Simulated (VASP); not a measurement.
# SbMo (zincblende type) (F-43m) in VASP: notebook

SbMo (zincblende type) is run at these levels: PBE, PBEsol; tasks: single point, relaxation of cell and atoms.

Program: VASP 6.6.1. These are calculated values, not measurements. Logs are shortened: lines on timing, memory, paths and dates and some standing lists are left out, and cuts for length are marked.

## Step 1: The cell of the first run

Symmetry: F-43m, No. 216, cubic system. Conventional cell: a = 6.130 Å, b = 6.130 Å, c = 6.130 Å, α = 90.00°, β = 90.00°, γ = 90.00°. Within 3.5 Å of Mo (site symmetry -43m) lie 4 Sb at 2.65 Å. Within 3.5 Å of Sb (site symmetry -43m) lie 4 Mo at 2.65 Å.

## Step 2: Single point, PBE

File INCAR:

```
SYSTEM = SbMo
ALGO     = Normal         ! electronic algorithm
EDIFF    = 1E-7           ! SCF threshold, eV
ENCUT    = 520            ! plane-wave cutoff, eV
GGA      = PE             ! functional
ISIF     = 2              ! what is computed and relaxed
ISMEAR   = -1             ! smearing method
LASPH    = .True.         ! aspherical terms in the spheres
LCHARG   = .False.        ! write CHGCAR
LREAL    = .False.        ! projectors in reciprocal space
LWAVE    = .False.        ! write WAVECAR
NBANDS   = 16             ! bands
NELM     = 100            ! most SCF steps
PREC     = Accurate       ! precision mode
SIGMA    = 0.08           ! smearing width, eV
```

File KPOINTS:

```
k-points
0
Gamma
  10 10 10
  0 0 0
```

File POSCAR:

```
SbMo
1.0
    0.0000000000      3.0649472798      3.0649472798
    3.0649472798      0.0000000000      3.0649472798
    3.0649472798      3.0649472798      0.0000000000
Mo Sb
1 1
Direct
    0.0000000000      0.0000000000      0.0000000000
    0.2500000000      0.2500000000      0.2500000000
```

Potentials or basis: VASP PAW PBE potentials, release 64 (Mo_sv, Sb).

Started as:

```
$ cat potpaw_PBE.64/Mo_sv/POTCAR potpaw_PBE.64/Sb/POTCAR > POTCAR
$ mpirun -np 1 vasp_std > vasp.out
```

OUTCAR:

```text
SYSTEM = SbMo
   EDIFF = 1E-7
   ENCUT = 520
   GGA = PE
   ISIF = 2
   ISMEAR = -1
   LASPH = .True.
   LREAL = .False.
   NELM = 100
   PREC = Accurate

 ion  position               nearest neighbor table
   1  0.000  0.000  0.000-   2 2.65   2 2.65   2 2.65   2 2.65
   2  0.250  0.250  0.250-   1 2.65   1 2.65   1 2.65   1 2.65

  LATTYP: Found a face centered cubic cell.
 ALAT       =     6.1298945596

  Lattice vectors:

 A1 = (   0.0000000000,   3.0649472798,   3.0649472798)
 A2 = (   3.0649472798,   0.0000000000,   3.0649472798)
 A3 = (   3.0649472798,   3.0649472798,   0.0000000000)

Analysis of symmetry for initial positions (statically):
=====================================================================
 Subroutine PRICEL returns:
 Original cell was already a primitive cell.

 Routine SETGRP: Setting up the symmetry group for a
 face centered cubic supercell.

 Subroutine GETGRP returns: Found 24 space group operations
 (whereof 24 operations were pure point group operations)
 out of a pool of 48 trial point group operations.

The static configuration has the point symmetry T_d .

Analysis of symmetry for dynamics (positions and initial velocities):
=====================================================================
 Subroutine PRICEL returns:
 Original cell was already a primitive cell.

 Routine SETGRP: Setting up the symmetry group for a
 face centered cubic supercell.

 Subroutine GETGRP returns: Found 24 space group operations
 (whereof 24 operations were pure point group operations)
 out of a pool of 48 trial point group operations.

The dynamic configuration has the point symmetry T_d .

 Subroutine INISYM returns: Found 24 space group operations
 (whereof 24 operations are pure point group operations),
 and found     1 'primitive' translations

----------------------------------------------------------------------------------------

                                     Primitive cell

  volume of cell :      57.5836

  direct lattice vectors                    reciprocal lattice vectors
     0.000000000  3.064947280  3.064947280    -0.163134943  0.163134943  0.163134943
     3.064947280  0.000000000  3.064947280     0.163134943 -0.163134943  0.163134943
     3.064947280  3.064947280  0.000000000     0.163134943  0.163134943 -0.163134943

  length of vectors
     4.334490011  4.334490011  4.334490011     0.282558010  0.282558010  0.282558010

  position of ions in fractional coordinates (direct lattice)
     0.000000000  0.000000000  0.000000000
     0.250000000  0.250000000  0.250000000

  ion indices of the primitive-cell ions
   primitive index   ion index
                 1           1
                 2           2

----------------------------------------------------------------------------------------

 KPOINTS: k-points

Automatic generation of k-mesh.
 Grid dimensions read from file:
 generate k-points for:   10   10   10

 Generating k-lattice:

  Cartesian coordinates                     Fractional coordinates (reciprocal lattice)
    -0.016313494  0.016313494  0.016313494     0.100000000  0.000000000  0.000000000
     0.016313494 -0.016313494  0.016313494     0.000000000  0.100000000  0.000000000
     0.016313494  0.016313494 -0.016313494     0.000000000  0.000000000  0.100000000

  Length of vectors
     0.028255801  0.028255801  0.028255801

  Shift w.r.t. Gamma in fractional coordinates (k-lattice)
     0.000000000  0.000000000  0.000000000

 Subroutine IBZKPT returns following result:
 ===========================================

 Found     47 irreducible k-points:

 Following reciprocal coordinates:
            Coordinates               Weight
  0.000000  0.000000  0.000000      1.000000
  0.100000  0.000000  0.000000      8.000000
  0.200000  0.000000  0.000000      8.000000
  0.300000  0.000000  0.000000      8.000000
  0.400000  0.000000  0.000000      8.000000
  0.500000  0.000000  0.000000      4.000000
[... 16 lines left out ...]
  0.300000  0.300000  0.000000      6.000000
  0.400000  0.300000  0.000000     24.000000
 [... further k-points ...]
   k-points           NKPTS =     47   k-points in BZ     NKDIM =     47   number of bands    NBANDS=     16
   number of dos      NEDOS =    301   number of ions     NIONS =      2
   total plane-waves  NPLWV =  32768
   dimension x,y,z NGX =    32 NGY =   32 NGZ =   32
   dimension x,y,z NGXF=    64 NGYF=   64 NGZF=   64
   ions per type =               1   1
   NGX,Y,Z   is equivalent  to a cutoff of  12.27, 12.27, 12.27 a.u.
   NGXF,Y,Z  is equivalent  to a cutoff of  24.55, 24.55, 24.55 a.u.
 SYSTEM =  SbMo
   PREC   = accura    normal or accurate (medium, high low for compatibility)
   ISTART =      0    job   : 0-new  1-cont  2-samecut
   ICHARG =      2    charge: 1-file 2-atom 10-const
   ISPIN  =      1    spin polarized calculation?
   LNONCOLLINEAR =      F non collinear calculations
   LSORBIT =      F    spin-orbit coupling
   LASPH  =      T    aspherical Exc in radial PAW
   ENCUT  =  520.0 eV  38.22 Ry    6.18 a.u.   8.06  8.06  8.06*2*pi/ulx,y,z
   NELM   =    100;   NELMIN=  2; NELMDL= -5     # of ELM steps
   EDIFF  = 0.1E-06   stopping-criterion for ELM
   LREAL  =      F    real-space projection
   EDIFFG = 0.1E-05   stopping-criterion for IOM
   NSW    =      0    number of steps for IOM
   IBRION =     -1    ionic relax: 0-MD 1-quasi-New 2-CG
   NFREE  =      0    steps in history (QN), initial steepest desc. (CG)
   ISIF   =      2    stress and relaxation
   ISYM   =      2    0-nonsym 1-usesym 2-fastsym
   POTIM  = 0.5000    time-step for ionic-motion
   TEBEG  =    0.0;   TEEND  =   0.0 temperature during run
   PSTRESS=    0.0 pullay stress
   NELECT =      19.0000    total number of electrons
   NUPDOWN=      -1.0000    fix difference up-down
   EMIN   =  10.00;   EMAX   =-10.00  energy-range for DOS
   EFERMI =   0.00;   METHOD = LEGACY
   ISMEAR =    -1;   SIGMA  =   0.08  broadening in eV -4-tet -1-fermi 0-gaus
   EFERMI_NEDOS =   21; number of points for ismear=-14 and -15
   IALGO  =     38    algorithm
   IMIX   =      4    mixing-type and parameters
     AMIX     =   0.40;   BMIX     =  1.00
     AMIX_MAG =   1.60;   BMIX_MAG =  1.00
  volume/ion in A,a.u.               =      28.79       194.30
  Fermi-wavevector in a.u.,A,eV,Ry     =   1.131253  2.137758 17.411825  1.279733
  Thomas-Fermi vector in A             =   2.267951
   LORBIT       =      0    0 simple, 1 ext, 2 COOP (PROOUT), +10 PAW based schemes
   GGA     = PE    functional components
   LHFCALC =     F    Hartree Fock is set to
   AEXX    =    0.0000 exact exchange contribution
   IVDW    =     0    specifies the selected vdW correction
   LEPSILON=     F    determine dielectric tensor
   LRPA    =     F    only Hartree local field effects (RPA)
 non-spin polarized calculation
  energy-cutoff  :      520.00
  volume of cell :       57.58
 maximum number of plane-waves:      1572
   NGX = 17   NGY = 17   NGZ = 17

 number of electron      18.9999998 magnetization

 Free energy of the ion-electron system (eV)
  ---------------------------------------------------
  ext. energy  EPLUGINS =         0.00000000
  ---------------------------------------------------
  free energy    TOTEN  =       -12.59639466 eV

  energy without entropy =      -12.48345909  energy(sigma->0) =      -12.53992687

 E-fermi :   5.8153     XC(G=0):  -9.6516

 val. band max:        5.8088244722   @ k =  -0.3000   0.1000   0.0000
 cond. band min:       5.8185948878   @ k =  -0.4000   0.2000   0.1000
 fundamental gap:      0.0097704156
 Fermi energy:         5.8153307283

 k-point     1 :       0.0000    0.0000    0.0000
  band No.  band energies     occupation
      1     -54.7592      2.00000
      2     -28.8859      2.00000
      3     -28.8859      2.00000
      4     -28.8859      2.00000
      5      -4.1898      2.00000
      6       3.2033      2.00000
[... 8 lines left out ...]
     15      12.7893      0.00000
     16      12.7893      0.00000

 k-point     2 :       0.1000    0.0000    0.0000
  band No.  band energies     occupation
      1     -54.7591      2.00000
      2     -28.8881      2.00000
      3     -28.8863      2.00000
      4     -28.8863      2.00000
      5      -4.1087      2.00000
      6       3.0795      2.00000
[... 8 lines left out ...]
     15      12.8623      0.00000
     16      13.0037      0.00000

 k-point     3 :       0.2000    0.0000    0.0000
  band No.  band energies     occupation
      1     -54.7588      2.00000
      2     -28.8940      2.00000
      3     -28.8872      2.00000
      4     -28.8872      2.00000
      5      -3.8855      2.00000
      6       2.7944      2.00000
[... 8 lines left out ...]
     15      12.9534      0.00000
     16      13.4461      0.00000

 k-point     4 :       0.3000    0.0000    0.0000
  band No.  band energies     occupation
      1     -54.7585      2.00000
      2     -28.9013      2.00000
      3     -28.8884      2.00000
      4     -28.8884      2.00000
      5      -3.5839      2.00000
      6       2.5029      2.00000
[... 8 lines left out ...]
     15      13.4988      0.00000
     16      13.8296      0.00000

 k-point     5 :       0.4000    0.0000    0.0000
  band No.  band energies     occupation
      1     -54.7582      2.00000
      2     -28.9072      2.00000
      3     -28.8893      2.00000
      4     -28.8893      2.00000
      5      -3.3137      2.00000
      6       2.3088      2.00000
[... 8 lines left out ...]
     15      14.0269      0.00000
     16      14.0269      0.00000

 k-point     6 :       0.5000    0.0000    0.0000
  band No.  band energies     occupation
      1     -54.7580      2.00000
      2     -28.9094      2.00000
      3     -28.8897      2.00000
      4     -28.8897      2.00000
      5      -3.2030      2.00000
      6       2.2447      2.00000
[... 8 lines left out ...]
     15      14.0805      0.00000
     16      14.0805      0.00000

 k-point     7 :       0.1000    0.1000    0.0000
  band No.  band energies     occupation
      1     -54.7591      2.00000
      2     -28.8882      2.00000
      3     -28.8867      2.00000
      4     -28.8867      2.00000
      5      -4.0816      2.00000
      6       3.0291      2.00000
[... 8 lines left out ...]
     15      12.2854      0.00000
     16      13.3521      0.00000

 k-point     8 :       0.2000    0.1000    0.0000
  band No.  band energies     occupation
      1     -54.7589      2.00000
      2     -28.8926      2.00000
      3     -28.8878      2.00000
      4     -28.8875      2.00000
      5      -3.9052      2.00000
      6       2.8072      2.00000
[... 8 lines left out ...]
     15      12.4252      0.00000
     16      13.4499      0.00000

 k-point     9 :       0.3000    0.1000    0.0000
  band No.  band energies     occupation
      1     -54.7585      2.00000
      2     -28.8993      2.00000
      3     -28.8890      2.00000
      4     -28.8886      2.00000
      5      -3.6277      2.00000
      6       2.5543      2.00000
[... 8 lines left out ...]
     15      13.1063      0.00000
     16      13.4371      0.00000
[... 172 lines left out ...]
 k-point    19 :       0.5000    0.2000    0.0000
  band No.  band energies     occupation
      1     -54.7579      2.00000
      2     -28.9074      2.00000
      3     -28.8935      2.00000
      4     -28.8914      2.00000
      5      -3.0942      2.00000
      6       2.3907      2.00000
[... 8 lines left out ...]
     15      13.6927      0.00000
     16      14.7971      0.00000

 k-point    20 :      -0.4000    0.2000    0.0000
  band No.  band energies     occupation
      1     -54.7579      2.00000
      2     -28.9077      2.00000
      3     -28.8945      2.00000
      4     -28.8908      2.00000
      5      -3.0699      2.00000
      6       2.5213      2.00000
[... 8 lines left out ...]
     15      13.6632      0.00000
     16      14.5819      0.00000

 k-point    21 :      -0.3000    0.2000    0.0000
  band No.  band energies     occupation
      1     -54.7581      2.00000
      2     -28.9051      2.00000
      3     -28.8941      2.00000
      4     -28.8897      2.00000
      5      -3.2243      2.00000
      6       2.5528      2.00000
[... 8 lines left out ...]
     15      13.1930      0.00000
     16      14.3313      0.00000

 k-point    22 :      -0.2000    0.2000    0.0000
  band No.  band energies     occupation
      1     -54.7583      2.00000
      2     -28.9010      2.00000
      3     -28.8921      2.00000
      4     -28.8884      2.00000
      5      -3.4800      2.00000
      6       2.5639      2.00000
[... 8 lines left out ...]
     15      12.5882      0.00000
     16      13.9584      0.00000

 k-point    23 :       0.3000    0.3000    0.0000
  band No.  band energies     occupation
      1     -54.7582      2.00000
      2     -28.9016      2.00000
      3     -28.8916      2.00000
      4     -28.8916      2.00000
      5      -3.3743      2.00000
      6       2.2361      2.00000
[... 8 lines left out ...]
     15      12.3973      0.00000
     16      15.6258      0.00000

 k-point    24 :       0.4000    0.3000    0.0000
  band No.  band energies     occupation
      1     -54.7580      2.00000
      2     -28.9051      2.00000
      3     -28.8932      2.00000
      4     -28.8927      2.00000
      5      -3.1576      2.00000
      6       2.1314      2.00000
[... 8 lines left out ...]
     15      12.5234      0.00000
     16      15.4813      0.00000

 [... further k-points ...]

------------------------ aborting loop because EDIFF is reached ----------------------------------------

  FORCE on cell =-STRESS in cart. coord.  units (eV):
  Direction    XX          YY          ZZ          XY          YZ          ZX
  --------------------------------------------------------------------------------------
  -------------------------------------------------------------------------------------
  Total       -0.0220924     -0.0220924     -0.0220924      0.0000000      0.0000000     -0.0000000
  in kB       -0.6146870     -0.6146870     -0.6146870      0.0000000      0.0000000     -0.0000000
  external PRESSURE =      -0.6146870 kB  Pullay stress =       0.0000000 kB

 VOLUME and BASIS-vectors are now :
 -----------------------------------------------------------------------------
  energy-cutoff  :      520.00
  volume of cell :       57.58
      direct lattice vectors                 reciprocal lattice vectors
     0.000000000  3.064947280  3.064947280    -0.163134943  0.163134943  0.163134943
     3.064947280  0.000000000  3.064947280     0.163134943 -0.163134943  0.163134943
     3.064947280  3.064947280  0.000000000     0.163134943  0.163134943 -0.163134943

 POSITION                                       TOTAL-FORCE (eV/Angst)
 -----------------------------------------------------------------------------------
      0.00000      0.00000      0.00000         0.000000      0.000000      0.000000
      1.53247      1.53247      1.53247        -0.000000     -0.000000     -0.000000
 -----------------------------------------------------------------------------------
    total drift:                               -0.000000     -0.000000     -0.000000

  FREE ENERGIE OF THE ION-ELECTRON SYSTEM (eV)
  ---------------------------------------------------
  free  energy   TOTEN  =       -12.5963946565 eV

  energy  without entropy=      -12.4834590859  energy(sigma->0) =      -12.53992687
```

Run time: 19 s. Hardware: 1 thread of Intel Xeon Platinum 8488C (Sapphire Rapids), shared host; peak memory 0.19 GiB.

What came out:

| Item | Value |
| --- | --- |
| Free energy | -12.5964 eV |
| Pressure | -0.1 GPa |
| Band gap on the k mesh | zero (an odd number of electrons rules out a gap without spin polarisation) |

Caveat: spin-orbit coupling is left out, which moves the levels of the heavy elements.

[end of part 1 of 2]
